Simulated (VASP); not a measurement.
# BaH4 (P6/mmm) in VASP: a series of runs, part 2 of 2

VASP 6.6.1.

## (3) Relaxation of cell and atoms, PBE

This run uses another cell than the first one, of 14.66 Å³/atom, 1.007 times its volume.

INCAR

```
SYSTEM = BaH4
PREC     = Accurate       ! precision mode
ENCUT    = 600            ! plane-wave cutoff, eV
EDIFF    = 1E-6           ! SCF threshold, eV
ISMEAR   = 0              ! smearing method
SIGMA    = 0.1            ! smearing width, eV
LREAL    = .False.        ! projectors in reciprocal space
LASPH    = .True.         ! aspherical terms in the spheres
NELM     = 60             ! most SCF steps
ALGO     = Normal         ! electronic algorithm
ISIF     = 3              ! what is computed and relaxed
LWAVE    = .False.        ! write WAVECAR
LCHARG   = .False.        ! write CHGCAR
GGA      = PE             ! functional
IBRION   = 2              ! ionic algorithm
NSW      = 100            ! ionic steps
EDIFFG   = -0.01          ! ionic threshold
```

KPOINTS

```
Automatic mesh
0
Gamma
  12 12 10
  0 0 0
```

POSCAR

```
BaH4
1.0
    4.5666878556      0.0000000000      0.0000000000
   -2.2833439278      3.9548676941      0.0000000000
    0.0000000000      0.0000000000      4.0588188643
Ba H
1 4
Direct
    0.0000000000      0.0000000000      0.0000000000
    0.3333333333      0.6666666667      0.8944166279
    0.3333333333      0.6666666667      0.1055833721
    0.6666666667      0.3333333333      0.1055833721
    0.6666666667      0.3333333333      0.8944166279
```

Potentials or basis: VASP PAW PBE potentials, release 64 (Ba_sv, H).

The run is started by

```bash
> cat potpaw_PBE.64/Ba_sv/POTCAR potpaw_PBE.64/H/POTCAR > POTCAR
> mpirun -np 1 vasp_std > vasp.out
```

OUTCAR:

```text
SYSTEM = BaH4
   PREC = Accurate
   ENCUT = 600
   EDIFF = 1E-6
   ISMEAR = 0
   LREAL = .False.
   LASPH = .True.
   NELM = 60
   ISIF = 3
   GGA = PE
   IBRION = 2
   NSW = 100
   EDIFFG = -0.01

 ion  position               nearest neighbor table
   1  0.000  0.000  0.000-   2 2.67   3 2.67   4 2.67   5 2.67   2 2.67   3 2.67   4 2.67   5 2.67
                             4 2.67   5 2.67   2 2.67   3 2.67
   2  0.333  0.667  0.894-   3 0.86   1 2.67   1 2.67   1 2.67
   3  0.333  0.667  0.106-   2 0.86   1 2.67   1 2.67   1 2.67
   4  0.667  0.333  0.106-   5 0.86   1 2.67   1 2.67   1 2.67
   5  0.667  0.333  0.894-   4 0.86   1 2.67   1 2.67   1 2.67

  LATTYP: Found a hexagonal cell.
 ALAT       =     4.5666878556
 C/A-ratio  =     0.8887883281

  Lattice vectors:

 A1 = (   4.5666878556,   0.0000000000,   0.0000000000)
 A2 = (  -2.2833439278,   3.9548676941,   0.0000000000)
 A3 = (   0.0000000000,   0.0000000000,   4.0588188643)

Analysis of symmetry for initial positions (statically):
=====================================================================
 Subroutine PRICEL returns:
 Original cell was already a primitive cell.

 Routine SETGRP: Setting up the symmetry group for a
 hexagonal supercell.

 Subroutine GETGRP returns: Found 24 space group operations
 (whereof 24 operations were pure point group operations)
 out of a pool of 24 trial point group operations.

The static configuration has the point symmetry D_6h.

Analysis of symmetry for dynamics (positions and initial velocities):
=====================================================================
 Subroutine PRICEL returns:
 Original cell was already a primitive cell.

 Routine SETGRP: Setting up the symmetry group for a
 hexagonal supercell.

 Subroutine GETGRP returns: Found 24 space group operations
 (whereof 24 operations were pure point group operations)
 out of a pool of 24 trial point group operations.

The dynamic configuration has the point symmetry D_6h.

 Subroutine INISYM returns: Found 24 space group operations
 (whereof 24 operations are pure point group operations),
 and found     1 'primitive' translations

----------------------------------------------------------------------------------------

                                     Primitive cell

  volume of cell :      73.3049

  direct lattice vectors                    reciprocal lattice vectors
     4.566687856  0.000000000  0.000000000     0.218977086  0.126426480  0.000000000
    -2.283343928  3.954867694  0.000000000     0.000000000  0.252852959  0.000000000
     0.000000000  0.000000000  4.058818864     0.000000000  0.000000000  0.246377095

  length of vectors
     4.566687856  4.566687856  4.058818864     0.252852959  0.252852959  0.246377095

  position of ions in fractional coordinates (direct lattice)
     0.000000000  0.000000000  0.000000000
     0.333333333  0.666666667  0.894416628
     0.333333333  0.666666667  0.105583372
     0.666666667  0.333333333  0.105583372
     0.666666667  0.333333333  0.894416628

  ion indices of the primitive-cell ions
   primitive index   ion index
                 1           1
                 2           2
                 3           3
                 4           4
[... 70 lines left out ...]
   LASPH  =      T    aspherical Exc in radial PAW
   ENCUT  =  600.0 eV  44.10 Ry    6.64 a.u.   9.12  9.12  8.11*2*pi/ulx,y,z
   NELM   =     60;   NELMIN=  2; NELMDL= -5     # of ELM steps
   EDIFF  = 0.1E-05   stopping-criterion for ELM
   LREAL  =      F    real-space projection
   EDIFFG = -.1E-01   stopping-criterion for IOM
   NSW    =    100    number of steps for IOM
   IBRION =      2    ionic relax: 0-MD 1-quasi-New 2-CG
   NFREE  =      1    steps in history (QN), initial steepest desc. (CG)
   ISIF   =      3    stress and relaxation
   ISYM   =      2    0-nonsym 1-usesym 2-fastsym
   POTIM  = 0.5000    time-step for ionic-motion
   TEBEG  =    0.0;   TEEND  =   0.0 temperature during run
   PSTRESS=    0.0 pullay stress
   NELECT =      14.0000    total number of electrons
   NUPDOWN=      -1.0000    fix difference up-down
   EMIN   =  10.00;   EMAX   =-10.00  energy-range for DOS
   EFERMI =   0.00;   METHOD = LEGACY
   ISMEAR =     0;   SIGMA  =   0.10  broadening in eV -4-tet -1-fermi 0-gaus
   EFERMI_NEDOS =   21; number of points for ismear=-14 and -15
   IALGO  =     38    algorithm
   IMIX   =      4    mixing-type and parameters
     AMIX     =   0.40;   BMIX     =  1.00
     AMIX_MAG =   1.60;   BMIX_MAG =  1.00
  volume/ion in A,a.u.               =      14.66        98.94
  Fermi-wavevector in a.u.,A,eV,Ry     =   0.942772  1.781580 12.093109  0.888818
  Thomas-Fermi vector in A             =   2.070414
   LORBIT       =      0    0 simple, 1 ext, 2 COOP (PROOUT), +10 PAW based schemes
   GGA     = PE    functional components
   LHFCALC =     F    Hartree Fock is set to
   AEXX    =    0.0000 exact exchange contribution
   IVDW    =     0    specifies the selected vdW correction
   LEPSILON=     F    determine dielectric tensor
   LRPA    =     F    only Hartree local field effects (RPA)
 conjugate gradient relaxation of ions
 non-spin polarized calculation
 Gauss-broadening in eV      SIGMA  =   0.10
  energy-cutoff  :      600.00
  volume of cell :       73.30
 maximum number of plane-waves:      2468
   NGX = 19   NGY = 19   NGZ = 17

--------------------------------------- Ionic step        1  -------------------------------------------

 number of electron      13.9999999 magnetization

 Free energy of the ion-electron system (eV)
  ---------------------------------------------------
  ext. energy  EPLUGINS =         0.00000000
  ---------------------------------------------------
  free energy    TOTEN  =       -15.34999003 eV

  energy without entropy =      -15.34547518  energy(sigma->0) =      -15.34773260

------------------------ aborting loop because EDIFF is reached ----------------------------------------

  FORCE on cell =-STRESS in cart. coord.  units (eV):
  Direction    XX          YY          ZZ          XY          YZ          ZX
  --------------------------------------------------------------------------------------
  -------------------------------------------------------------------------------------
  Total        0.4556466      0.4556466     -0.3923458      0.0000000      0.0000000      0.0000000
  in kB        9.9587712      9.9587712     -8.5752460      0.0000000      0.0000000      0.0000000
  external PRESSURE =       3.7807655 kB  Pullay stress =       0.0000000 kB
[... 98 lines left out ...]
  FREE ENERGIE OF THE ION-ELECTRON SYSTEM (eV)
  ---------------------------------------------------
  free  energy   TOTEN  =       -15.3559355029 eV

  energy  without entropy=      -15.3514056798  energy(sigma->0) =      -15.35367059

[... ionic steps 4 to 7 ...]

--------------------------------------- Ionic step        8  -------------------------------------------

 number of electron      14.0000003 magnetization

------------------------ aborting loop because EDIFF is reached ----------------------------------------
[... 73 lines left out ...]
--------------------------------------- Ionic step       10  -------------------------------------------

 number of electron      14.0000003 magnetization

 Free energy of the ion-electron system (eV)
  ---------------------------------------------------
  ext. energy  EPLUGINS =         0.00000000
  ---------------------------------------------------
  free energy    TOTEN  =       -15.35969713 eV

  energy without entropy =      -15.35521179  energy(sigma->0) =      -15.35745446

 E-fermi :   2.0470     XC(G=0):  -7.9276

 val. band max:        2.0248105638   @ k =   0.5000   0.0000   0.0000
 cond. band min:       2.0554718183   @ k =   0.4167   0.1667   0.0000
 fundamental gap:      0.0306612546
 Fermi energy:         2.0469562384

 k-point     1 :       0.0000    0.0000    0.0000
  band No.  band energies     occupation
      1     -27.0559      2.00000
      2     -12.2670      2.00000
      3     -12.2670      2.00000
      4     -11.8174      2.00000
      5      -8.2059      2.00000
      6      -6.0258      2.00000
      7       1.2555      2.00000
      8       2.2422      0.00575
      9       2.2422      0.00575
     10       4.3936      0.00000
     11       6.2504      0.00000
[... 309 lines left out ...]
 k-point    24 :       0.3333    0.0000    0.1000
  band No.  band energies     occupation
      1     -27.0301      2.00000
      2     -12.7976      2.00000
      3     -12.3198      2.00000
      4     -11.8530      2.00000
      5      -7.1495      2.00000
      6      -6.4856      2.00000
      7       1.8358      1.99717
      8       2.9749      0.00000
      9       3.8173      0.00000
     10       4.7012      0.00000
     11       5.5222      0.00000

 [... further k-points ...]
[... 5 lines left out ...]
  --------------------------------------------------------------------------------------
  -------------------------------------------------------------------------------------
  Total       -0.0376699     -0.0376699     -0.0171274      0.0000000     -0.0000000      0.0000000
  in kB       -0.8089691     -0.8089691     -0.3678145      0.0000000     -0.0000000      0.0000000
  external PRESSURE =      -0.6619176 kB  Pullay stress =       0.0000000 kB
[... 20 lines left out ...]
  FREE ENERGIE OF THE ION-ELECTRON SYSTEM (eV)
  ---------------------------------------------------
  free  energy   TOTEN  =       -15.3596971315 eV

  energy  without entropy=      -15.3552117879  energy(sigma->0) =      -15.35745446

 reached required accuracy - stopping structural energy minimisation
```

Wall time 2.6 min (1 thread of Intel Xeon 6975P-C (Granite Rapids), shared host); peak memory 0.3 GiB.

What came out:

```yaml
Free_energy: -15.3597 eV
Relaxed_volume: 14.92 Å³/atom
Relaxed_cell: a = 4.640 Å, b = 4.640 Å, c = 4.001 Å, α = 90.00°, β = 90.00°, γ = 120.00°
Space_group_after_relaxing_to_0.05_Å: P6/mmm (No. 191)
Energy_gained_by_relaxing: 1.9 meV/atom
Ionic_steps: 10
Pressure_after_relaxing: -0.1 GPa
Largest_force_after_relaxing: 0.005 eV/Å
Band_gap_on_the_k_mesh: zero (band 7 reaches 2.36 eV, above the bottom of band 8 at 0.70 eV)
```

Forces in eV/Å, atoms in the order of the input:
```
Ba   0.000  0.000  0.000
H    0.000  0.000 -0.005
H    0.000  0.000  0.005
H    0.000  0.000  0.005
H    0.000  0.000 -0.005
```

Step by step:
```tsv
step	energy change (eV)	largest force (eV/Å)	pressure (GPa)	volume (Å³)
1	0.0000	0.0732	0.38	73.30
2	-0.0048	0.0475	0.41	73.67
3	-0.0059	0.1498	0.46	73.95
4	-0.0088	0.0675	0.14	74.47
5	-0.0094	0.0127	-0.17	75.00
6	-0.0094	0.0029	-0.09	74.89
7	-0.0094	0.0006	-0.12	74.91
8	-0.0095	0.0049	-0.10	74.86
9	-0.0096	0.0218	-0.07	74.70
10	-0.0097	0.0053	-0.07	74.61
```

Final structure:
```
Ba H
1.0
     4.64034    0.00000    0.00000
    -2.32017    4.01866    0.00000
     0.00000    0.00000    4.00076
Ba H
1 4
Cartesian
  0.0000 0.0000 0.0000
  0.0000 2.6791 3.5779
  0.0000 2.6791 0.4229
  2.3202 1.3396 0.4229
  2.3202 1.3396 3.5779
```

Caveat: spin-orbit coupling is left out, which moves the levels of the heavy elements.
